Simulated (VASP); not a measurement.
# Mg2FeH6 (Fm-3m) in VASP: notebook

Mg2FeH6 is run at these levels: LDA; tasks: single point.

All numbers are computed with VASP 6.6.1; they aren't measurements. Logs are shortened: lines on timing, memory, paths and dates and some standing lists are left out, and cuts for length are marked.

## (1) The cell of the first run

Symmetry: Fm-3m, No. 225, cubic system. Conventional cell: a = 6.017 Å, b = 6.017 Å, c = 6.017 Å, α = 90.00°, β = 90.00°, γ = 90.00°. Within 2.8 Å of Mg (site symmetry -43m) lie 12 H at 2.13 Å and 4 Fe at 2.61 Å. Within 2.0 Å of Fe (site symmetry m-3m) lie 6 H at 1.52 Å. Within 2.0 Å of H (site symmetry 4mm) lie 1 Fe at 1.52 Å.

## (2) Single point, LDA (volume scaled by 0.88, then relaxed in part)

Input file INCAR:

```
  ALGO = Normal
  EDIFF = 1E-6
  ENCUT = 520
  GGA = CA
  ISIF = 2
  ISMEAR = 0
  LASPH = T
  LCHARG = F
  LREAL = F
  LWAVE = F
  NBANDS = 19
  NELM = 80
  PREC = Accurate
  SIGMA = 0.02
```

Input file KPOINTS:

```
k-points
0
Gamma
  8 8 8
```

Input file POSCAR:

```
Mg2FeH6
1.0
    0.0000000000      3.0084825655      3.0084825655
    3.0084825655      0.0000000000      3.0084825655
    3.0084825655      3.0084825655      0.0000000000
Mg Fe H
2 1 6
Direct
    0.2500000000      0.2500000000      0.2500000000
    0.7500000000      0.7500000000      0.7500000000
    0.0000000000      0.0000000000      0.0000000000
    0.7472131962      0.2527868038      0.2527868038
    0.2527868038      0.7472131962      0.2527868038
    0.2527868038      0.7472131962      0.7472131962
    0.7472131962      0.2527868038      0.7472131962
    0.2527868038      0.2527868038      0.7472131962
    0.7472131962      0.7472131962      0.2527868038
```

Potentials or basis: VASP PAW LDA potentials, release 64 (Mg, Fe, H).

Run with:

```sh
cat potpaw_LDA.64/Mg/POTCAR potpaw_LDA.64/Fe/POTCAR potpaw_LDA.64/H/POTCAR > POTCAR
mpirun -np 1 vasp_std > vasp.out
```

OUTCAR:

```text
EDIFF = 1E-6
   ENCUT = 520
   GGA = CA
   ISIF = 2
   ISMEAR = 0
   LASPH = T
   LREAL = F
   NELM = 80
   PREC = Accurate

 ion  position               nearest neighbor table
   1  0.250  0.250  0.250-   8 2.13   8 2.13   9 2.13   9 2.13   7 2.13   5 2.13   5 2.13   6 2.13
                             4 2.13   4 2.13   7 2.13   6 2.13   3 2.61   3 2.61   3 2.61   3 2.61
   2  0.750  0.750  0.750-   8 2.13   8 2.13   9 2.13   9 2.13   7 2.13   6 2.13   4 2.13   5 2.13
                             5 2.13   6 2.13   7 2.13   4 2.13   3 2.61   3 2.61   3 2.61   3 2.61
   3  0.000  0.000  0.000-   4 1.52   5 1.52   6 1.52   7 1.52   8 1.52   9 1.52   1 2.61   2 2.61
                             2 2.61   2 2.61   2 2.61   1 2.61   1 2.61   1 2.61
   4  0.747  0.253  0.253-   3 1.52   1 2.13   1 2.13   2 2.13   2 2.13
   5  0.253  0.747  0.253-   3 1.52   1 2.13   1 2.13   2 2.13   2 2.13
   6  0.253  0.747  0.747-   3 1.52   1 2.13   2 2.13   1 2.13   2 2.13
   7  0.747  0.253  0.747-   3 1.52   1 2.13   2 2.13   1 2.13   2 2.13
   8  0.253  0.253  0.747-   3 1.52   1 2.13   1 2.13   2 2.13   2 2.13
   9  0.747  0.747  0.253-   3 1.52   1 2.13   2 2.13   1 2.13   2 2.13

  LATTYP: Found a face centered cubic cell.
 ALAT       =     6.0169651310

  Lattice vectors:

 A1 = (   0.0000000000,   3.0084825655,   3.0084825655)
 A2 = (   3.0084825655,   0.0000000000,   3.0084825655)
 A3 = (   3.0084825655,   3.0084825655,   0.0000000000)

Analysis of symmetry for initial positions (statically):
=====================================================================
 Subroutine PRICEL returns:
 Original cell was already a primitive cell.

 Routine SETGRP: Setting up the symmetry group for a
 face centered cubic supercell.

 Subroutine GETGRP returns: Found 48 space group operations
 (whereof 48 operations were pure point group operations)
 out of a pool of 48 trial point group operations.

The static configuration has the point symmetry O_h .

Analysis of symmetry for dynamics (positions and initial velocities):
=====================================================================
 Subroutine PRICEL returns:
 Original cell was already a primitive cell.

 Routine SETGRP: Setting up the symmetry group for a
 face centered cubic supercell.

 Subroutine GETGRP returns: Found 48 space group operations
 (whereof 48 operations were pure point group operations)
 out of a pool of 48 trial point group operations.

The dynamic configuration has the point symmetry O_h .

 Subroutine INISYM returns: Found 48 space group operations
 (whereof 48 operations are pure point group operations),
 and found     1 'primitive' translations

----------------------------------------------------------------------------------------

                                     Primitive cell

  volume of cell :      54.4594

  direct lattice vectors                    reciprocal lattice vectors
     0.000000000  3.008482566  3.008482566    -0.166196742  0.166196742  0.166196742
     3.008482566  0.000000000  3.008482566     0.166196742 -0.166196742  0.166196742
     3.008482566  3.008482566  0.000000000     0.166196742  0.166196742 -0.166196742

  length of vectors
     4.254636846  4.254636846  4.254636846     0.287861201  0.287861201  0.287861201

  position of ions in fractional coordinates (direct lattice)
     0.250000000  0.250000000  0.250000000
     0.750000000  0.750000000  0.750000000
     0.000000000  0.000000000  0.000000000
     0.747213196  0.252786804  0.252786804
     0.252786804  0.747213196  0.252786804
     0.252786804  0.747213196  0.747213196
     0.747213196  0.252786804  0.747213196
     0.252786804  0.252786804  0.747213196
     0.747213196  0.747213196  0.252786804

  ion indices of the primitive-cell ions
   primitive index   ion index
                 1           1
                 2           2
                 3           3
                 4           4
                 5           5
                 6           6
                 7           7
                 8           8
                 9           9

----------------------------------------------------------------------------------------

 KPOINTS: k-points

Automatic generation of k-mesh.
 Grid dimensions read from file:
 generate k-points for:    8    8    8

 Generating k-lattice:

  Cartesian coordinates                     Fractional coordinates (reciprocal lattice)
    -0.020774593  0.020774593  0.020774593     0.125000000  0.000000000  0.000000000
     0.020774593 -0.020774593  0.020774593     0.000000000  0.125000000  0.000000000
     0.020774593  0.020774593 -0.020774593     0.000000000  0.000000000  0.125000000

  Length of vectors
     0.035982650  0.035982650  0.035982650

  Shift w.r.t. Gamma in fractional coordinates (k-lattice)
     0.000000000  0.000000000  0.000000000

 Subroutine IBZKPT returns following result:
 ===========================================

 Found     29 irreducible k-points:

 Following reciprocal coordinates:
            Coordinates               Weight
  0.000000  0.000000  0.000000      1.000000
  0.125000  0.000000  0.000000      8.000000
  0.250000  0.000000  0.000000      8.000000
  0.375000  0.000000  0.000000      8.000000
  0.500000  0.000000  0.000000      4.000000
  0.125000  0.125000  0.000000      6.000000
[... 16 lines left out ...]
  0.500000  0.250000  0.125000     48.000000
 -0.375000  0.250000  0.125000     24.000000
 [... further k-points ...]
   k-points           NKPTS =     29   k-points in BZ     NKDIM =     29   number of bands    NBANDS=     19
   number of dos      NEDOS =    301   number of ions     NIONS =      9
   total plane-waves  NPLWV =  32768
   dimension x,y,z NGX =    32 NGY =   32 NGZ =   32
   dimension x,y,z NGXF=    64 NGYF=   64 NGZF=   64
   ions per type =               2   1   6
   NGX,Y,Z   is equivalent  to a cutoff of  12.50, 12.50, 12.50 a.u.
   NGXF,Y,Z  is equivalent  to a cutoff of  25.01, 25.01, 25.01 a.u.
 SYSTEM =  unknown system
   PREC   = accura    normal or accurate (medium, high low for compatibility)
   ISTART =      0    job   : 0-new  1-cont  2-samecut
   ICHARG =      2    charge: 1-file 2-atom 10-const
   ISPIN  =      1    spin polarized calculation?
   LNONCOLLINEAR =      F non collinear calculations
   LSORBIT =      F    spin-orbit coupling
   LASPH  =      T    aspherical Exc in radial PAW
   ENCUT  =  520.0 eV  38.22 Ry    6.18 a.u.   7.91  7.91  7.91*2*pi/ulx,y,z
   NELM   =     80;   NELMIN=  2; NELMDL= -5     # of ELM steps
   EDIFF  = 0.1E-05   stopping-criterion for ELM
   LREAL  =      F    real-space projection
   EDIFFG = 0.1E-04   stopping-criterion for IOM
   NSW    =      0    number of steps for IOM
   IBRION =     -1    ionic relax: 0-MD 1-quasi-New 2-CG
   NFREE  =      0    steps in history (QN), initial steepest desc. (CG)
   ISIF   =      2    stress and relaxation
   ISYM   =      2    0-nonsym 1-usesym 2-fastsym
   POTIM  = 0.5000    time-step for ionic-motion
   TEBEG  =    0.0;   TEEND  =   0.0 temperature during run
   PSTRESS=    0.0 pullay stress
   NELECT =      18.0000    total number of electrons
   NUPDOWN=      -1.0000    fix difference up-down
   EMIN   =  10.00;   EMAX   =-10.00  energy-range for DOS
   EFERMI =   0.00;   METHOD = LEGACY
   ISMEAR =     0;   SIGMA  =   0.02  broadening in eV -4-tet -1-fermi 0-gaus
   EFERMI_NEDOS =   21; number of points for ismear=-14 and -15
   IALGO  =     38    algorithm
   IMIX   =      4    mixing-type and parameters
     AMIX     =   0.40;   BMIX     =  1.00
     AMIX_MAG =   1.60;   BMIX_MAG =  1.00
  volume/ion in A,a.u.               =       6.05        40.83
  Fermi-wavevector in a.u.,A,eV,Ry     =   1.131900  2.138981 17.431760  1.281198
  Thomas-Fermi vector in A             =   2.268600
   LORBIT       =      0    0 simple, 1 ext, 2 COOP (PROOUT), +10 PAW based schemes
   GGA     = CA    functional components
   LHFCALC =     F    Hartree Fock is set to
   AEXX    =    0.0000 exact exchange contribution
   IVDW    =     0    specifies the selected vdW correction
   LEPSILON=     F    determine dielectric tensor
   LRPA    =     F    only Hartree local field effects (RPA)
 non-spin polarized calculation
 Gauss-broadening in eV      SIGMA  =   0.02
  energy-cutoff  :      520.00
  volume of cell :       54.46
 maximum number of plane-waves:      1480
   NGX = 15   NGY = 15   NGZ = 15

 number of electron      17.9999994 magnetization

 Free energy of the ion-electron system (eV)
  ---------------------------------------------------
  ext. energy  EPLUGINS =         0.00000000
  ---------------------------------------------------
  free energy    TOTEN  =       -37.33296743 eV

  energy without entropy =      -37.33296743  energy(sigma->0) =      -37.33296743

 E-fermi :   3.4221     XC(G=0): -11.2208

 val. band max:        3.2742372861   @ k =  -0.2500   0.5000   0.2500
 cond. band min:       5.1407717325   @ k =   0.5000   0.5000   0.0000
 fundamental gap:      1.8665344464
 Fermi energy:         3.4220944326

 k-point     1 :       0.0000    0.0000    0.0000
  band No.  band energies     occupation
      1      -7.2251      2.00000
      2      -0.1266      2.00000
      3      -0.1266      2.00000
      4       1.1272      2.00000
      5       1.1272      2.00000
      6       1.1272      2.00000
[... 11 lines left out ...]
     18      11.0448      0.00000
     19      12.1252      0.00000

 k-point     2 :       0.1250    0.0000    0.0000
  band No.  band energies     occupation
      1      -7.0378      2.00000
      2      -0.2752      2.00000
      3      -0.2752      2.00000
      4       0.3176      2.00000
      5       1.2095      2.00000
      6       1.2095      2.00000
[... 476 lines left out ...]
 k-point    24 :      -0.3750    0.2500    0.1250
  band No.  band energies     occupation
      1      -4.0576      2.00000
      2      -3.9045      2.00000
      3      -1.2693      2.00000
      4      -0.9912      2.00000
      5       0.4067      2.00000
      6       1.4366      2.00000
[... 11 lines left out ...]
     18      17.1076      0.00000
     19      17.2266      0.00000

 [... further k-points ...]
[... 5 lines left out ...]
  --------------------------------------------------------------------------------------
  -------------------------------------------------------------------------------------
  Total        4.7821908      4.7821908      4.7821908     -0.0000000     -0.0000000      0.0000000
  in kB      140.6905701    140.6905701    140.6905701     -0.0000000     -0.0000000      0.0000000
  external PRESSURE =     140.6905701 kB  Pullay stress =       0.0000000 kB

 VOLUME and BASIS-vectors are now :
 -----------------------------------------------------------------------------
  energy-cutoff  :      520.00
  volume of cell :       54.46
      direct lattice vectors                 reciprocal lattice vectors
     0.000000000  3.008482566  3.008482566    -0.166196742  0.166196742  0.166196742
     3.008482566  0.000000000  3.008482566     0.166196742 -0.166196742  0.166196742
     3.008482566  3.008482566  0.000000000     0.166196742  0.166196742 -0.166196742

 POSITION                                       TOTAL-FORCE (eV/Angst)
 -----------------------------------------------------------------------------------
      1.50424      1.50424      1.50424         0.000000     -0.000000     -0.000000
      4.51272      4.51272      4.51272         0.000000     -0.000000     -0.000000
      0.00000      0.00000      0.00000        -0.000000     -0.000000     -0.000000
      1.52101      3.00848      3.00848         0.047915     -0.000000     -0.000000
      3.00848      1.52101      3.00848        -0.000000      0.047915     -0.000000
      4.49596      3.00848      3.00848        -0.047915     -0.000000     -0.000000
      3.00848      4.49596      3.00848        -0.000000     -0.047915     -0.000000
      3.00848      3.00848      1.52101        -0.000000     -0.000000      0.047915
      3.00848      3.00848      4.49596        -0.000000     -0.000000     -0.047915
 -----------------------------------------------------------------------------------
    total drift:                               -0.000000     -0.000000     -0.000000

  FREE ENERGIE OF THE ION-ELECTRON SYSTEM (eV)
  ---------------------------------------------------
  free  energy   TOTEN  =       -37.3329674259 eV

  energy  without entropy=      -37.3329674259  energy(sigma->0) =      -37.33296743
```

Run time: 11 s. Hardware: 1 thread of Intel Xeon 6975P-C (Granite Rapids), shared host; peak memory 0.17 GiB.

Results:

```yaml
Free_energy: -37.3330 eV
Pressure: 14.1 GPa
Largest_force: 0.048 eV/Å
Band_gap_on_the_k_mesh: 1.87 eV, direct
```

Forces on the atoms (eV/Å):
```
Mg   0.000  0.000  0.000
Mg   0.000  0.000  0.000
Fe   0.000  0.000  0.000
H    0.048  0.000  0.000
H    0.000  0.048  0.000
H   -0.048  0.000  0.000
H    0.000 -0.048  0.000
H    0.000  0.000  0.048
H    0.000  0.000 -0.048
```

 Spin polarisation is off, so any magnetic state and its effect on volume and gap are missing.

## (3) Single point, LDA (volume scaled by 0.91, then relaxed in part)

Input file INCAR:

```
PREC = Accurate ; ENCUT = 520
EDIFF = 1E-6 ; ISMEAR = 0
SIGMA = 0.02 ; LREAL = F
LASPH = T ; NELM = 80
ALGO = Normal ; ISIF = 2
LWAVE = F ; LCHARG = T
LELF = T ; LVHAR = T
NBANDS = 19
```

Input file KPOINTS:

```
regular mesh
0
Gamma
  8 8 8
```

Input file POSCAR:

```
Mg2FeH6
1.0
    0.0000000000      3.0422885700      3.0422885700
    3.0422885700      0.0000000000      3.0422885700
    3.0422885700      3.0422885700      0.0000000000
Mg Fe H
2 1 6
Direct
    0.2500000000      0.2500000000      0.2500000000
    0.7500000000      0.7500000000      0.7500000000
    0.0000000000      0.0000000000      0.0000000000
    0.7492187476      0.2507812524      0.2507812524
    0.2507812524      0.7492187476      0.2507812524
    0.2507812524      0.7492187476      0.7492187476
    0.7492187476      0.2507812524      0.7492187476
    0.2507812524      0.2507812524      0.7492187476
    0.7492187476      0.7492187476      0.2507812524
```

Potentials or basis: VASP PAW LDA potentials, release 64 (Mg, Fe, H).

Run with:

```sh
cat potpaw_LDA.64/Mg/POTCAR potpaw_LDA.64/Fe/POTCAR potpaw_LDA.64/H/POTCAR > POTCAR
mpirun -np 1 vasp_std > vasp.out
```

It took 12 s on 1 thread of Intel Xeon 6975P-C (Granite Rapids), shared host; peak memory 0.17 GiB.

The run converged. Its results:

```yaml
Free_energy: -37.4678 eV
Pressure: 9.6 GPa
Largest_force: 0.047 eV/Å
Band_gap_on_the_k_mesh: 1.84 eV, direct
```

Forces in eV/Å, atoms in the order of the input:
```
Mg   0.000  0.000  0.000
Mg   0.000  0.000  0.000
Fe   0.000  0.000  0.000
H    0.047  0.000  0.000
H    0.000  0.047  0.000
H   -0.047  0.000  0.000
H    0.000 -0.047  0.000
H    0.000  0.000  0.047
H    0.000  0.000 -0.047
```

Levels at points of the mesh, in eV from the valence-band top:
| k point | band 6 | band 7 | band 8 | band 9 | band 10 | band 11 | band 12 | band 13 |
| --- | --- | --- | --- | --- | --- | --- | --- | --- |
| (0.00, 0.00, 0.00) | -2.13 | -0.90 | -0.90 | -0.90 | 5.87 | 5.87 | 5.87 | 5.87 |
| (0.50, 0.00, 0.00) | -1.61 | -0.51 | -0.33 | -0.33 | 3.70 | 3.70 | 4.15 | 6.08 |
| (0.50, 0.50, 0.00) | -2.91 | -1.60 | 0.00 | 0.00 | 1.84 | 4.40 | 7.06 | 9.31 |

 A k mesh can miss the band edges.
